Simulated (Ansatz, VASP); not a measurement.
Ir: VASP beside Ansatz

Contents of INCAR:

```
SYSTEM = Ir
PREC = Accurate
ENCUT = 500
EDIFF = 1E-6
ISMEAR = -1
SIGMA = 0.1
LREAL = .False.
LASPH = .True.
NELM = 120
ALGO = Normal
ISIF = 2
LWAVE = .False.
LCHARG = .False.
GGA = CA
NBANDS = 24
GGA_COMPAT = .False.
```

File KPOINTS:

```
Automatic mesh
0
Gamma
  17 17 10
  0 0 0
```

Contents of POSCAR:

```
Ir
1.0
   -2.4819334480      2.1304362864      1.3120102620
    2.1304362864     -2.4819334480      1.3120102620
    2.8471209024      2.8471209024     -1.9557779573
Ir
2
Direct
    0.9780084481      0.0219915519      0.0000000000
    0.7719915519      0.2280084481      0.5000000000
```

Input for Ansatz:

```yaml
crystal:
  lattice:
    - [-2.481933448, 2.1304362864, 1.312010262]
    - [2.1304362864, -2.481933448, 1.312010262]
    - [2.8471209024, 2.8471209024, -1.9557779573]
  atoms:
    - { symbol: Ir, position: [0.9780084481, 0.0219915519, 0.0] }
    - { symbol: Ir, position: [0.7719915519, 0.2280084481, 0.5] }
hamiltonian:
  xc: lda
  pseudopotentials:
    kind: paw
    azcp:
      Ir: "pseudopotentials/Ir.paw.azcp"
basis:
  ecutwfc: 420
  fft_grid_basis: typed
kpoints:
  mp_grid: { grid: [17, 17, 10], shift: [0, 0, 0] }
magnetization:
  spin_polarized: false
scf:
  occupations: { method: fermi_dirac, width: 0.1 }
  lower_state_search: "off"
output:
  stress: true
```

Alike in both runs: task single point; functional LDA; k mesh 17 × 17 × 10; occupations fermi-dirac, width 0.1 eV; no spin polarisation.

|  | VASP | Ansatz |
| --- | --- | --- |
| version | VASP 6.6.1 | Ansatz 0.2.0 |
| potentials or method | VASP PAW LDA potentials, release 64 (Ir_sv_GW), cutoff 500 eV | plane waves (420 eV) with PAW, scalar-relativistic |
| valence electrons in the cell | 34 | 34 |

```tsv
	VASP	Ansatz	Ansatz less VASP
pressure (GPa)	-13.9	-12.2	+1.74
traceless stress, the component that is largest in VASP (GPa)	-0.97	-1.12	-0.145
```

Ansatz warns that its potentials were made for another functional, while VASP's fit it. LDA's correlation is that of Perdew and Zunger in VASP and of Perdew and Wang (1992) in Ansatz.

Neither program's run includes spin-orbit coupling.
